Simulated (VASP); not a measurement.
# AlN (Fm-3m) in VASP: notebook

AlN is run at these levels: PBEsol; tasks: single point.

All numbers are computed with VASP 6.6.1; they aren't measurements. Logs are shortened: lines on timing, memory, paths and dates and some standing lists are left out, and cuts for length are marked.

### 1 The cell of the first run

The structure is cubic, space group Fm-3m (No. 225). The conventional cell has a = 4.018 Å, b = 4.018 Å, c = 4.018 Å, α = 90.00°, β = 90.00°, γ = 90.00°. Within 2.7 Å of Al (site symmetry m-3m) lie 6 N at 2.01 Å. N (site symmetry m-3m) has 6 Al at 2.01 Å within 2.7 Å.

### 2 Single point, PBEsol (8.11 Å³/atom)

File INCAR:

```
  PREC = Accurate
  ENCUT = 520
  EDIFF = 1E-7
  ISMEAR = 0
  SIGMA = 0.05
  LREAL = F
  LASPH = T
  NELM = 80
  ALGO = Normal
  ISIF = 2
  LWAVE = F
  LCHARG = T
  GGA = PS
  LELF = T
  LVHAR = T
  NBANDS = 11
```

File KPOINTS:

```
regular mesh
0
Gamma
  14 14 14
```

File POSCAR:

```
AlN
1.0
    0.0000000000      2.0090396421      2.0090396421
    2.0090396421      0.0000000000      2.0090396421
    2.0090396421      2.0090396421      0.0000000000
Al N
1 1
Direct
    0.0000000000      0.0000000000      0.0000000000
    0.5000000000      0.5000000000      0.5000000000
```

Potentials or basis: VASP PAW PBE potentials, release 64 (Al, N).

Command:

```console
> cat potpaw_PBE.64/Al/POTCAR potpaw_PBE.64/N/POTCAR > POTCAR
> mpirun -np 1 vasp_std > vasp.out
```

OUTCAR:

```text
PREC = Accurate
   ENCUT = 520
   EDIFF = 1E-7
   ISMEAR = 0
   LREAL = F
   LASPH = T
   NELM = 80
   ISIF = 2
   GGA = PS

 ion  position               nearest neighbor table
   1  0.000  0.000  0.000-   2 2.01   2 2.01   2 2.01   2 2.01   2 2.01   2 2.01
   2  0.500  0.500  0.500-   1 2.01   1 2.01   1 2.01   1 2.01   1 2.01   1 2.01

  LATTYP: Found a face centered cubic cell.
 ALAT       =     4.0180792842

  Lattice vectors:

 A1 = (   0.0000000000,   2.0090396421,   2.0090396421)
 A2 = (   2.0090396421,   0.0000000000,   2.0090396421)
 A3 = (   2.0090396421,   2.0090396421,   0.0000000000)

Analysis of symmetry for initial positions (statically):
=====================================================================
 Subroutine PRICEL returns:
 Original cell was already a primitive cell.

 Routine SETGRP: Setting up the symmetry group for a
 face centered cubic supercell.

 Subroutine GETGRP returns: Found 48 space group operations
 (whereof 48 operations were pure point group operations)
 out of a pool of 48 trial point group operations.

The static configuration has the point symmetry O_h .

Analysis of symmetry for dynamics (positions and initial velocities):
=====================================================================
 Subroutine PRICEL returns:
 Original cell was already a primitive cell.

 Routine SETGRP: Setting up the symmetry group for a
 face centered cubic supercell.

 Subroutine GETGRP returns: Found 48 space group operations
 (whereof 48 operations were pure point group operations)
 out of a pool of 48 trial point group operations.

The dynamic configuration has the point symmetry O_h .

 Subroutine INISYM returns: Found 48 space group operations
 (whereof 48 operations are pure point group operations),
 and found     1 'primitive' translations

----------------------------------------------------------------------------------------

                                     Primitive cell

  volume of cell :      16.2179

  direct lattice vectors                    reciprocal lattice vectors
     0.000000000  2.009039642  2.009039642    -0.248875129  0.248875129  0.248875129
     2.009039642  0.000000000  2.009039642     0.248875129 -0.248875129  0.248875129
     2.009039642  2.009039642  0.000000000     0.248875129  0.248875129 -0.248875129

  length of vectors
     2.841211109  2.841211109  2.841211109     0.431064368  0.431064368  0.431064368
[... 87 lines left out ...]
   ISIF   =      2    stress and relaxation
   ISYM   =      2    0-nonsym 1-usesym 2-fastsym
   POTIM  = 0.5000    time-step for ionic-motion
   TEBEG  =    0.0;   TEEND  =   0.0 temperature during run
   PSTRESS=    0.0 pullay stress
   NELECT =       8.0000    total number of electrons
   NUPDOWN=      -1.0000    fix difference up-down
   EMIN   =  10.00;   EMAX   =-10.00  energy-range for DOS
   EFERMI =   0.00;   METHOD = LEGACY
   ISMEAR =     0;   SIGMA  =   0.05  broadening in eV -4-tet -1-fermi 0-gaus
   EFERMI_NEDOS =   21; number of points for ismear=-14 and -15
   IALGO  =     38    algorithm
   IMIX   =      4    mixing-type and parameters
     AMIX     =   0.40;   BMIX     =  1.00
     AMIX_MAG =   1.60;   BMIX_MAG =  1.00
  volume/ion in A,a.u.               =       8.11        54.72
  Fermi-wavevector in a.u.,A,eV,Ry     =   1.293520  2.444397 22.765170  1.673193
  Thomas-Fermi vector in A             =   2.425160
   LORBIT       =      0    0 simple, 1 ext, 2 COOP (PROOUT), +10 PAW based schemes
   GGA     = PS    functional components
   LHFCALC =     F    Hartree Fock is set to
   AEXX    =    0.0000 exact exchange contribution
   IVDW    =     0    specifies the selected vdW correction
   LEPSILON=     F    determine dielectric tensor
   LRPA    =     F    only Hartree local field effects (RPA)
 non-spin polarized calculation
 Gauss-broadening in eV      SIGMA  =   0.05
  energy-cutoff  :      520.00
  volume of cell :       16.22
 maximum number of plane-waves:       452
 NGX is ok and might be reduce to    24
   NGX = 11   NGY = 11   NGZ = 11

 number of electron       7.9999999 magnetization

 Free energy of the ion-electron system (eV)
  ---------------------------------------------------
  ext. energy  EPLUGINS =         0.00000000
  ---------------------------------------------------
  free energy    TOTEN  =       -15.44325502 eV

  energy without entropy =      -15.44325502  energy(sigma->0) =      -15.44325502

 E-fermi :  10.4264     XC(G=0): -12.5411

 val. band max:       10.1319370698   @ k =   0.0000   0.0000   0.0000
 cond. band min:      14.8672876924   @ k =   0.5000   0.5000   0.0000
 fundamental gap:      4.7353506226
 Fermi energy:        10.4263811838

 k-point     1 :       0.0000    0.0000    0.0000
  band No.  band energies     occupation
      1      -7.5906      2.00000
      2      10.1319      2.00000
      3      10.1319      2.00000
      4      10.1319      2.00000
      5      16.0744      0.00000
      6      22.2167      0.00000
      7      22.2167      0.00000
      8      22.2167      0.00000
      9      27.3472      0.00000
     10      27.9576      0.00000
     11      27.9576      0.00000
[... 309 lines left out ...]
 k-point    24 :       0.2857    0.1429    0.0000
  band No.  band energies     occupation
      1      -6.0920      2.00000
      2       5.9667      2.00000
      3       8.8095      2.00000
      4       8.8429      2.00000
      5      17.9600      0.00000
      6      19.5949      0.00000
      7      21.1473      0.00000
      8      23.7776      0.00000
      9      25.2396      0.00000
     10      28.8425      0.00000
     11      30.0924      0.00000

 [... further k-points ...]

------------------------ aborting loop because EDIFF is reached ----------------------------------------

  FORCE on cell =-STRESS in cart. coord.  units (eV):
  Direction    XX          YY          ZZ          XY          YZ          ZX
  --------------------------------------------------------------------------------------
  -------------------------------------------------------------------------------------
  Total        0.5510975      0.5510975      0.5510975      0.0000000      0.0000000     -0.0000000
  in kB       54.4431793     54.4431793     54.4431793      0.0000000      0.0000000     -0.0000000
  external PRESSURE =      54.4431793 kB  Pullay stress =       0.0000000 kB

 VOLUME and BASIS-vectors are now :
 -----------------------------------------------------------------------------
  energy-cutoff  :      520.00
  volume of cell :       16.22
      direct lattice vectors                 reciprocal lattice vectors
     0.000000000  2.009039642  2.009039642    -0.248875129  0.248875129  0.248875129
     2.009039642  0.000000000  2.009039642     0.248875129 -0.248875129  0.248875129
     2.009039642  2.009039642  0.000000000     0.248875129  0.248875129 -0.248875129

 POSITION                                       TOTAL-FORCE (eV/Angst)
 -----------------------------------------------------------------------------------
      0.00000      0.00000      0.00000        -0.000000     -0.000000     -0.000000
      2.00904      2.00904      2.00904         0.000000      0.000000      0.000000
 -----------------------------------------------------------------------------------
    total drift:                               -0.000000     -0.000000      0.000000

  FREE ENERGIE OF THE ION-ELECTRON SYSTEM (eV)
  ---------------------------------------------------
  free  energy   TOTEN  =       -15.4432550178 eV

  energy  without entropy=      -15.4432550178  energy(sigma->0) =      -15.44325502
```

OSZICAR:

```text
N       E                     dE             d eps       ncg     rms          rms(c)
DAV:   1     0.857804060476E+01    0.85780E+01   -0.40095E+03  2368   0.616E+02
DAV:   2    -0.164121680343E+02   -0.24990E+02   -0.24174E+02  2772   0.139E+02
DAV:   3    -0.170741113406E+02   -0.66194E+00   -0.66116E+00  2751   0.209E+01
DAV:   4    -0.170766694928E+02   -0.25582E-02   -0.25579E-02  2564   0.138E+00
DAV:   5    -0.170766904981E+02   -0.21005E-04   -0.21005E-04  2696   0.123E-01    0.737E+00
DAV:   6    -0.154854634570E+02    0.15912E+01   -0.66701E+00  2519   0.137E+01    0.277E+00
DAV:   7    -0.154566294281E+02    0.28834E-01   -0.17101E-01  2564   0.293E+00    0.177E+00
DAV:   8    -0.154435653886E+02    0.13064E-01   -0.13536E-02  2417   0.104E+00    0.354E-01
DAV:   9    -0.154432371329E+02    0.32826E-03   -0.14125E-03  2633   0.226E-01    0.160E-01
DAV:  10    -0.154432587464E+02   -0.21614E-04   -0.72338E-05  2543   0.616E-02    0.394E-02
DAV:  11    -0.154432552673E+02    0.34791E-05   -0.92319E-06  2639   0.178E-02    0.616E-03
DAV:  12    -0.154432550511E+02    0.21620E-06   -0.29422E-07  2298   0.466E-03    0.949E-04
DAV:  13    -0.154432550178E+02    0.33335E-07   -0.70620E-09  1345   0.503E-04
   1 F= -.15443255E+02 E0= -.15443255E+02  d E =-.268052E-19
```

Run time: 16 s. Hardware: 1 thread of Intel Xeon 8259CL, shared host; peak memory 0.14 GiB.

Results:

* Free energy: -15.4433 eV
* Pressure: 5.4 GPa
* Band gap on the k mesh: 4.74 eV (least direct gap 5.94 eV)

Caveat: the cell stands under pressure; the PAW data sets were made with another functional, which shifts forces and pressure a little.

### 3 Single point, PBEsol (7.94 Å³/atom)

This run uses another cell than the first one, of 7.94 Å³/atom.

File INCAR:

```
SYSTEM = AlN
PREC = Accurate
ENCUT = 520
EDIFF = 1E-6
ISMEAR = 0
SIGMA = 0.05
LREAL = .FALSE.
LASPH = .TRUE.
NELM = 100
ALGO = Normal
ISIF = 2
LWAVE = .FALSE.
LCHARG = .TRUE.
GGA = PS
LELF = .TRUE.
LVHAR = .TRUE.
NBANDS = 11
```

File KPOINTS:

```
regular mesh
0
G
  14 14 14
  0 0 0
```

File POSCAR:

```
AlN
1.0
    0.0000000000      1.9952786648      1.9952786648
    1.9952786648      0.0000000000      1.9952786648
    1.9952786648      1.9952786648      0.0000000000
Al N
1 1
Direct
    0.0000000000      0.0000000000      0.0000000000
    0.5000000000      0.5000000000      0.5000000000
```

Potentials or basis: VASP PAW PBE potentials, release 64 (Al, N).

Command:

```console
> cat potpaw_PBE.64/Al/POTCAR potpaw_PBE.64/N/POTCAR > POTCAR
> mpirun -np 1 vasp_std > vasp.out
```

OUTCAR:

```text
SYSTEM = AlN
   PREC = Accurate
   ENCUT = 520
   EDIFF = 1E-6
   ISMEAR = 0
   LREAL = .FALSE.
   LASPH = .TRUE.
   NELM = 100
   ISIF = 2
   GGA = PS

 ion  position               nearest neighbor table
   1  0.000  0.000  0.000-   2 2.00   2 2.00   2 2.00   2 2.00   2 2.00   2 2.00
   2  0.500  0.500  0.500-   1 2.00   1 2.00   1 2.00   1 2.00   1 2.00   1 2.00

  LATTYP: Found a face centered cubic cell.
 ALAT       =     3.9905573296

  Lattice vectors:

 A1 = (   0.0000000000,   1.9952786648,   1.9952786648)
 A2 = (   1.9952786648,   0.0000000000,   1.9952786648)
[... 523 lines left out ...]

  FORCE on cell =-STRESS in cart. coord.  units (eV):
  Direction    XX          YY          ZZ          XY          YZ          ZX
  --------------------------------------------------------------------------------------
  -------------------------------------------------------------------------------------
  Total        1.1458497      1.1458497      1.1458497     -0.0000000      0.0000000      0.0000000
  in kB      115.5573430    115.5573430    115.5573430     -0.0000000      0.0000000      0.0000000
  external PRESSURE =     115.5573430 kB  Pullay stress =       0.0000000 kB

 VOLUME and BASIS-vectors are now :
 -----------------------------------------------------------------------------
  energy-cutoff  :      520.00
  volume of cell :       15.89
      direct lattice vectors                 reciprocal lattice vectors
     0.000000000  1.995278665  1.995278665    -0.250591563  0.250591563  0.250591563
     1.995278665  0.000000000  1.995278665     0.250591563 -0.250591563  0.250591563
     1.995278665  1.995278665  0.000000000     0.250591563  0.250591563 -0.250591563

 POSITION                                       TOTAL-FORCE (eV/Angst)
 -----------------------------------------------------------------------------------
      0.00000      0.00000      0.00000        -0.000000      0.000000     -0.000000
      1.99528      1.99528      1.99528         0.000000     -0.000000      0.000000
 -----------------------------------------------------------------------------------
    total drift:                               -0.000000     -0.000000      0.000000

  FREE ENERGIE OF THE ION-ELECTRON SYSTEM (eV)
  ---------------------------------------------------
  free  energy   TOTEN  =       -15.4255433220 eV

  energy  without entropy=      -15.4255433220  energy(sigma->0) =      -15.42554332
```

OSZICAR:

```text
N       E                     dE             d eps       ncg     rms          rms(c)
DAV:   1     0.839120375806E+01    0.83912E+01   -0.39956E+03  2360   0.623E+02
DAV:   2    -0.164285151444E+02   -0.24820E+02   -0.23932E+02  2796   0.139E+02
DAV:   3    -0.170783432090E+02   -0.64983E+00   -0.64868E+00  2766   0.204E+01
DAV:   4    -0.170807951208E+02   -0.24519E-02   -0.24518E-02  2594   0.136E+00
DAV:   5    -0.170808151052E+02   -0.19984E-04   -0.19984E-04  2699   0.117E-01    0.747E+00
DAV:   6    -0.154700015169E+02    0.16108E+01   -0.65971E+00  2525   0.137E+01    0.282E+00
DAV:   7    -0.154387175727E+02    0.31284E-01   -0.18333E-01  2562   0.300E+00    0.180E+00
DAV:   8    -0.154258496518E+02    0.12868E-01   -0.13178E-02  2459   0.103E+00    0.361E-01
DAV:   9    -0.154255264342E+02    0.32322E-03   -0.13834E-03  2597   0.226E-01    0.164E-01
DAV:  10    -0.154255471536E+02   -0.20719E-04   -0.71840E-05  2564   0.610E-02    0.422E-02
DAV:  11    -0.154255435236E+02    0.36300E-05   -0.99141E-06  2507   0.185E-02    0.626E-03
DAV:  12    -0.154255433220E+02    0.20164E-06   -0.29920E-07  1324   0.479E-03
   1 F= -.15425543E+02 E0= -.15425543E+02  d E =-.796255E-12
```

Wall time 16 s (1 thread of Intel Xeon 8259CL, shared host); peak memory 0.14 GiB.

Results:

- Free energy: -15.4255 eV
- Pressure: 11.6 GPa
- Band gap on the k mesh: 4.94 eV (least direct gap 6.25 eV)

Caveat: the cell stands under pressure; the PAW data sets were made with another functional, which shifts forces and pressure a little. A k mesh can miss the band edges.

### 4 Single point, PBEsol (8.27 Å³/atom)

This run uses another cell than the first one, of 8.27 Å³/atom.

File INCAR:

```
PREC = Accurate ; ENCUT = 520
EDIFF = 1E-6 ; ISMEAR = 0
SIGMA = 0.05 ; LREAL = False
LASPH = True ; NELM = 100
ALGO = Normal ; ISIF = 2
LWAVE = False ; LCHARG = False
GGA = PS ; NBANDS = 11
```

File KPOINTS:

```
regular mesh
0
Gamma
  14 14 14
```

File POSCAR:

```
AlN
1.0
    0.0000000000      2.0226146461      2.0226146461
    2.0226146461      0.0000000000      2.0226146461
    2.0226146461      2.0226146461      0.0000000000
Al N
1 1
Direct
    0.0000000000      0.0000000000      0.0000000000
    0.5000000000      0.5000000000      0.5000000000
```

Command:

```console
> cat potpaw_PBE.64/Al/POTCAR potpaw_PBE.64/N/POTCAR > POTCAR
> mpirun -np 1 vasp_std > vasp.out
```

Wall time 15 s (1 thread of Intel Xeon 8259CL, shared host); peak memory 0.14 GiB.

Results (log left out):

```
Free energy            : -15.4489 eV
Pressure               : -0.1 GPa
Band gap on the k mesh : 4.54 eV (least direct gap 5.65 eV)
```

Levels at points of the mesh, in eV from the valence-band top:
| k point | band 2 | band 3 | band 4 | band 5 | band 6 | band 7 |
| --- | --- | --- | --- | --- | --- | --- |
| (0.00, 0.00, 0.00) | 0.00 | 0.00 | 0.00 | 5.65 | 12.02 | 12.02 |
| (0.50, 0.00, 0.00) | -8.36 | -1.09 | -1.09 | 6.03 | 10.89 | 10.89 |
| (0.50, 0.50, 0.00) | -7.44 | -2.82 | -2.82 | 4.54 | 5.14 | 13.95 |

Caveat: the PAW data sets were made with another functional, which shifts forces and pressure a little. A hybrid or GW would open this gap; PBEsol tends to underestimate it.

### 5 Summary

| cell | gap on the mesh (eV) | pressure (GPa) |
| --- | --- | --- |
| a = 2.841 Å, angles 60.0°, 2 atoms | 4.74 | 5.4 |
| a = 2.822 Å, angles 60.0°, 2 atoms | 4.94 | 11.6 |
| a = 2.860 Å, angles 60.0°, 2 atoms | 4.54 | -0.1 |

Alike in all rows: task single point; level PBEsol; potentials or basis VASP PAW PBE potentials, release 64 (Al, N); no spin polarisation; k mesh 14 × 14 × 14; cutoff (eV) 520; smearing gaussian 0.05 eV.

Caveats: the PAW data sets were made with another functional, which shifts forces and pressure a little; the cell stands under pressure (at least some runs).

Absolute energies hang on the potentials; compare differences alone.
